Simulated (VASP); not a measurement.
# W (Fd-3m) in VASP: a series of runs, part 2 of 2

VASP 6.6.1.

**4. Single point, RPBE (23.23 Å³/atom)**

This run uses another cell than the first one, of 23.23 Å³/atom.

The input, INCAR:

```
SYSTEM = W
ALGO = Normal
EDIFF = 1E-6
ENCUT = 520
GGA = RP
ISIF = 2
ISMEAR = -1
LASPH = .TRUE.
LCHARG = .FALSE.
LREAL = .FALSE.
LWAVE = .FALSE.
NBANDS = 21
NELM = 80
PREC = Accurate
SIGMA = 0.1
```

The input, KPOINTS:

```
k-points
0
G
  11 11 11
  0 0 0
```

The input, POSCAR:

```
W
1.0
    0.0000000000      2.8533904556      2.8533904556
    2.8533904556      0.0000000000      2.8533904556
    2.8533904556      2.8533904556      0.0000000000
W
2
Direct
    0.1250000000      0.1250000000      0.1250000000
    0.8750000000      0.8750000000      0.8750000000
```

Potentials or basis: VASP PAW PBE potentials, release 64 (W_sv).

Command:

```bash
cat potpaw_PBE.64/W_sv/POTCAR > POTCAR
mpirun -np 1 vasp_std > vasp.out
```

OUTCAR:

```text
SYSTEM = W
   EDIFF = 1E-6
   ENCUT = 520
   GGA = RP
   ISIF = 2
   ISMEAR = -1
   LASPH = .TRUE.
   LREAL = .FALSE.
   NELM = 80
   PREC = Accurate

 ion  position               nearest neighbor table
   1  0.125  0.125  0.125-   2 2.47   2 2.47   2 2.47   2 2.47
   2  0.875  0.875  0.875-   1 2.47   1 2.47   1 2.47   1 2.47

  LATTYP: Found a face centered cubic cell.
 ALAT       =     5.7067809112

  Lattice vectors:

 A1 = (   0.0000000000,   2.8533904556,   2.8533904556)
 A2 = (   2.8533904556,   0.0000000000,   2.8533904556)
 A3 = (   2.8533904556,   2.8533904556,   0.0000000000)

Analysis of symmetry for initial positions (statically):
=====================================================================
 Subroutine PRICEL returns:
 Original cell was already a primitive cell.

 Routine SETGRP: Setting up the symmetry group for a
 face centered cubic supercell.

 Subroutine GETGRP returns: Found 48 space group operations
 (whereof 12 operations were pure point group operations)
 out of a pool of 48 trial point group operations.

The static configuration has the point symmetry D_3d.
 The point group associated with its full space group is O_h .

Analysis of symmetry for dynamics (positions and initial velocities):
=====================================================================
 Subroutine PRICEL returns:
 Original cell was already a primitive cell.

 Routine SETGRP: Setting up the symmetry group for a
 face centered cubic supercell.

 Subroutine GETGRP returns: Found 48 space group operations
 (whereof 12 operations were pure point group operations)
 out of a pool of 48 trial point group operations.

The dynamic configuration has the point symmetry D_3d.
 The point group associated with its full space group is O_h .

 Subroutine INISYM returns: Found 48 space group operations
 (whereof 12 operations are pure point group operations),
 and found     1 'primitive' translations

[... 111 lines left out ...]
   IALGO  =     38    algorithm
   IMIX   =      4    mixing-type and parameters
     AMIX     =   0.40;   BMIX     =  1.00
     AMIX_MAG =   1.60;   BMIX_MAG =  1.00
  volume/ion in A,a.u.               =      23.23       156.78
  Fermi-wavevector in a.u.,A,eV,Ry     =   1.382790  2.613095 26.015820  1.912109
  Thomas-Fermi vector in A             =   2.507449
   LORBIT       =      0    0 simple, 1 ext, 2 COOP (PROOUT), +10 PAW based schemes
   GGA     = RP    functional components
   LHFCALC =     F    Hartree Fock is set to
   AEXX    =    0.0000 exact exchange contribution
   IVDW    =     0    specifies the selected vdW correction
   LEPSILON=     F    determine dielectric tensor
   LRPA    =     F    only Hartree local field effects (RPA)
 non-spin polarized calculation
  energy-cutoff  :      520.00
  volume of cell :       46.46
 maximum number of plane-waves:      1273
 NGX is ok and might be reduce to    30
   NGX = 15   NGY = 15   NGZ = 15

 number of electron      28.0000000 magnetization

 Free energy of the ion-electron system (eV)
  ---------------------------------------------------
  ext. energy  EPLUGINS =         0.00000000
  ---------------------------------------------------
  free energy    TOTEN  =       -19.49894247 eV

  energy without entropy =      -19.41131501  energy(sigma->0) =      -19.45512874

 E-fermi :   5.9463     XC(G=0): -11.0140

 val. band max:        5.9389437416   @ k =  -0.2727   0.1818   0.0000
 cond. band min:       5.9494177504   @ k =   0.3636   0.3636   0.0000
 fundamental gap:      0.0104740088
 Fermi energy:         5.9463318553

 k-point     1 :       0.0000    0.0000    0.0000
  band No.  band energies     occupation
      1     -67.1833      2.00000
      2     -66.7823      2.00000
      3     -31.8534      2.00000
      4     -31.8534      2.00000
      5     -31.8534      2.00000
      6     -30.7764      2.00000
[... 565 lines left out ...]
     20      14.7359      0.00000
     21      15.3295      0.00000

 [... further k-points ...]

------------------------ aborting loop because EDIFF is reached ----------------------------------------

  FORCE on cell =-STRESS in cart. coord.  units (eV):
  Direction    XX          YY          ZZ          XY          YZ          ZX
  --------------------------------------------------------------------------------------
  -------------------------------------------------------------------------------------
  Total        3.4557713      3.4557713      3.4557713      0.0000000      0.0000000     -0.0000000
  in kB      119.1631473    119.1631473    119.1631473      0.0000000      0.0000000     -0.0000000
  external PRESSURE =     119.1631473 kB  Pullay stress =       0.0000000 kB

 VOLUME and BASIS-vectors are now :
 -----------------------------------------------------------------------------
  energy-cutoff  :      520.00
  volume of cell :       46.46
      direct lattice vectors                 reciprocal lattice vectors
     0.000000000  2.853390456  2.853390456    -0.175230137  0.175230137  0.175230137
     2.853390456  0.000000000  2.853390456     0.175230137 -0.175230137  0.175230137
     2.853390456  2.853390456  0.000000000     0.175230137  0.175230137 -0.175230137

 POSITION                                       TOTAL-FORCE (eV/Angst)
 -----------------------------------------------------------------------------------
      0.71335      0.71335      0.71335        -0.000000     -0.000000     -0.000000
      4.99343      4.99343      4.99343         0.000000      0.000000      0.000000
 -----------------------------------------------------------------------------------
    total drift:                               -0.000000      0.000000      0.000000

  FREE ENERGIE OF THE ION-ELECTRON SYSTEM (eV)
  ---------------------------------------------------
  free  energy   TOTEN  =       -19.4989424697 eV

  energy  without entropy=      -19.4113150099  energy(sigma->0) =      -19.45512874
```

OSZICAR:

```text
N       E                     dE             d eps       ncg     rms          rms(c)
DAV:   1     0.310222727196E+03    0.31022E+03   -0.17500E+04  2352   0.145E+03
DAV:   2    -0.961825114147E+01   -0.31984E+03   -0.31087E+03  2618   0.448E+02
DAV:   3    -0.196198655496E+02   -0.10002E+02   -0.97349E+01  2777   0.800E+01
DAV:   4    -0.197544523169E+02   -0.13459E+00   -0.13435E+00  2565   0.998E+00
DAV:   5    -0.197562762821E+02   -0.18240E-02   -0.18236E-02  2733   0.122E+00    0.214E+01
DAV:   6    -0.195549285599E+02    0.20135E+00   -0.34132E-01  2704   0.518E+00    0.105E+01
DAV:   7    -0.195016395634E+02    0.53289E-01   -0.15898E-01  2828   0.391E+00    0.880E-01
DAV:   8    -0.194987897268E+02    0.28498E-02   -0.20246E-02  2507   0.108E+00    0.924E-02
DAV:   9    -0.194989080251E+02   -0.11830E-03   -0.53754E-04  2591   0.203E-01    0.100E-01
DAV:  10    -0.194989426454E+02   -0.34620E-04   -0.46643E-05  2685   0.648E-02    0.318E-03
DAV:  11    -0.194989424697E+02    0.17568E-06   -0.13069E-06  1779   0.916E-03
   1 F= -.19498942E+02 E0= -.19455129E+02  d E =-.876275E-01
```

stdout:

```text
POSCAR found type information on POSCAR W
 POSCAR found :  1 types and       2 ions
 scaLAPACK will be used
 -----------------------------------------------------------------------------
|                                                                             |
|                                                                             |
|     You enforced a specific xc type in the INCAR file but a different       |
|     I HOPE YOU KNOW WHAT YOU ARE DOING!                                     |
|                                                                             |
 -----------------------------------------------------------------------------

 LDA part: xc-table for (Slater+PW92), standard interpolation
 POSCAR, INCAR and KPOINTS ok, starting setup
 FFT: planning ... GRIDC
 FFT: planning ... GRID_SOFT
 FFT: planning ... GRID
 WAVECAR not read
 entering main loop
```

Wall time 70 s (1 thread of Intel Xeon 8259CL, shared host); peak memory 0.19 GiB.

Results:

| Item | Value |
| --- | --- |
| Free energy | -19.4989 eV |
| Pressure | 11.9 GPa |
| Band gap on the k mesh | zero (bands 14 and 15 overlap by 0.99 eV) |

Levels at points of the mesh, in eV from the Fermi level:
| k point | band 11 | band 12 | band 13 | band 14 | band 15 | band 16 | band 17 | band 18 |
| --- | --- | --- | --- | --- | --- | --- | --- | --- |
| (0.00, 0.00, 0.00) | -2.08 | -1.16 | -1.16 | -1.16 | 1.63 | 1.63 | 1.63 | 5.67 |

Caveat: the cell stands under pressure; the PAW data sets were made with another functional, which shifts forces and pressure a little; spin-orbit coupling is left out, which moves the levels of the heavy elements.

**5. Summary**

| cell | k mesh | gap on the mesh (eV) | pressure (GPa) |
| --- | --- | --- | --- |
| a = 4.149 Å, angles 60.0°, 2 atoms | 10 × 10 × 10 | none | 0.4 |
| a = 3.976 Å, angles 60.0°, 2 atoms | 11 × 11 × 11 | none | 19.7 |
| a = 4.035 Å, angles 60.0°, 2 atoms | 11 × 11 × 11 | none | 11.9 |

Alike in all rows: task single point; level RPBE; potentials or basis VASP PAW PBE potentials, release 64 (W_sv); no spin polarisation; cutoff (eV) 520; smearing fermi-dirac 0.1 eV.

Caveats: the PAW data sets were made with another functional, which shifts forces and pressure a little; spin-orbit coupling is left out, which moves the levels of the heavy elements; the cell stands under pressure (at least some runs).

Absolute energies hang on the potentials; compare differences alone.
